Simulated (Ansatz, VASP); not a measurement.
## Te: VASP beside Ansatz

INCAR

```
  ALGO = Normal
  EDIFF = 1E-8
  ENCUT = 520
  GGA = PE
  ISIF = 2
  ISMEAR = -1
  LASPH = T
  LCHARG = F
  LEFG = T
  LREAL = F
  LWAVE = F
  NBANDS = 16
  NELM = 80
  PREC = Accurate
  SIGMA = 0.05
```

The input KPOINTS:

```
k-points
0
Gamma
  8 8 8
```

POSCAR

```
Te
1.0
    4.2481668808     -2.3790777987      0.0000000000
    4.2481668808      2.3790777987      0.0000000000
   -0.1308833919      0.0000000000      3.9704974388
Te
3
Direct
    0.6760000000      0.6760000000      0.6750000000
    0.3240000000      0.3240000000      0.3250000000
    0.0000000000      0.0000000000      0.0000000000
```

Input for Ansatz:

```yaml
crystal:
  lattice:
    - [4.2481668808, -2.3790777987, 0.0]
    - [4.2481668808, 2.3790777987, 0.0]
    - [-0.1308833919, 0.0, 3.9704974388]
  atoms:
    - { symbol: Te, position: [0.676, 0.676, 0.675] }
    - { symbol: Te, position: [0.324, 0.324, 0.325] }
    - { symbol: Te, position: [0.0, 0.0, 0.0] }
kpoints:
  mp_grid: { grid: [8, 8, 8] }
scf:
  occupations: { method: fermi_dirac, width: 0.05 }
hamiltonian:
  xc: pbe
  pseudopotentials: { kind: all_electron, datasets: crystal }
output:
  forces: true
  stress: true
  eigenvalues: true
  efg: { contact_densities: true }
```

Change from the starting cell: volume scaled by 1.01, crystal datasets.

Alike in both runs: task electric field gradients; functional PBE; k mesh 8 × 8 × 8; occupations fermi-dirac, width 0.05 eV; no spin polarisation.

```csv
,VASP,Ansatz
version,VASP 6.6.1,Ansatz 0.2.0
potentials or method,"VASP PAW PBE potentials, release 64 (Te), cutoff 520 eV","all-electron PAW with datasets made for the crystal, scalar-relativistic"
```

|  | VASP | Ansatz | Ansatz less VASP |
| --- | --- | --- | --- |
| pressure (GPa) | 8.4 | 8.5 | +0.07 |
| traceless stress, the component that is largest in VASP (GPa) | 1.00 | 1.00 | +0.002 |
| rms of the force components (eV/Å) | 0.225 | 0.223 | -0.0015 |
| size of Vzz on the site where it differs most (V/Å²) | 313.1 | 324.7 | +11.53 |

Atom by atom the forces differ by 0.002 eV/Å (rms over components). Ansatz ran all-electron here, and VASP with PAW potentials.

Neither program's run includes spin-orbit coupling.
